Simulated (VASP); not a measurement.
A run of VASP 6.6.1 is set up as follows.

INCAR

```
SYSTEM = Pb3F2
PREC = Accurate
ENCUT = 520
EDIFF = 1E-6
ISMEAR = 0
SIGMA = 0.1
LREAL = .FALSE.
LASPH = .TRUE.
NELM = 80
ALGO = Normal
ISIF = 2
LWAVE = .FALSE.
LCHARG = .TRUE.
GGA = PE
LELF = .TRUE.
LVHAR = .TRUE.
NBANDS = 36
```

KPOINTS

```
Automatic mesh
0
G
  12 12 4
  0 0 0
```

The input POSCAR:

```
Pb3F2
1.0
    3.9909394690      0.0000000000      0.0000000000
   -1.9954697345      3.4562549651      0.0000000000
    0.0000000000      0.0000000000      9.1328311568
Pb F
3 2
Direct
    0.0000000000      0.0000000000      0.0000000000
    0.3333333333      0.6666666667      0.7128834901
    0.6666666667      0.3333333333      0.2871165099
    0.3333333333      0.6666666667      0.3952153409
    0.6666666667      0.3333333333      0.6047846591
```

Potentials or basis: VASP PAW PBE potentials, release 64 (Pb_d, F).

Command:

```bash
$ cat potpaw_PBE.64/Pb_d/POTCAR potpaw_PBE.64/F/POTCAR > POTCAR
$ mpirun -np 1 vasp_std > vasp.out
```

(1) Predict the pressure.

(2) Predict the largest force.

(3) What does it give for the band gap on the k mesh?

Results:

(1) -0.1 GPa.

(2) 0.008 eV/Å.

(3) zero (bands 28 and 29 overlap by 3.39 eV).

Caveat: spin-orbit coupling is left out, which moves the levels of the heavy elements.
